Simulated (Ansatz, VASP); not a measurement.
## Zn3As: VASP beside Ansatz

```
CELL_PARAMETERS angstrom
4.00209 0.00000 0.00000
0.00000 4.00209 0.00000
0.00000 0.00000 4.00209
ATOMIC_POSITIONS crystal
Zn 0.00000 0.50000 0.50000
Zn 0.50000 0.00000 0.50000
Zn 0.50000 0.50000 0.00000
As 0.00000 0.00000 0.00000
```

Alike in both runs: functional r2SCAN; k mesh 12 × 12 × 12; occupations gaussian, width 0.1 eV; no spin polarisation.

Ansatz relaxed the structure, and its values are those at the end. VASP's run is a single point on that final structure, the one shown.

```csv
,VASP,Ansatz
version,VASP 6.6.1,Ansatz 0.2.0
potentials or method,"VASP PAW PBE potentials, release 64 (Zn, As), cutoff 520 eV","scalar-relativistic, plane waves, PAW"
valence electrons in the cell,41,51
```

Ansatz gave:

```
gap on the k mesh at the Fermi level (eV) : none
pressure (GPa)                            : 0.0
```

Which values does VASP return?

gap on the k mesh at the Fermi level (eV): none; pressure (GPa): 0.2.

VASP's potentials were made for PBE, not for r2SCAN. A gap of «none» marks a metal or a gap that the smearing closes. VASP's potentials hold 41 valence electrons a cell and Ansatz's 51, so a difference there can come from the potentials and not from the codes.
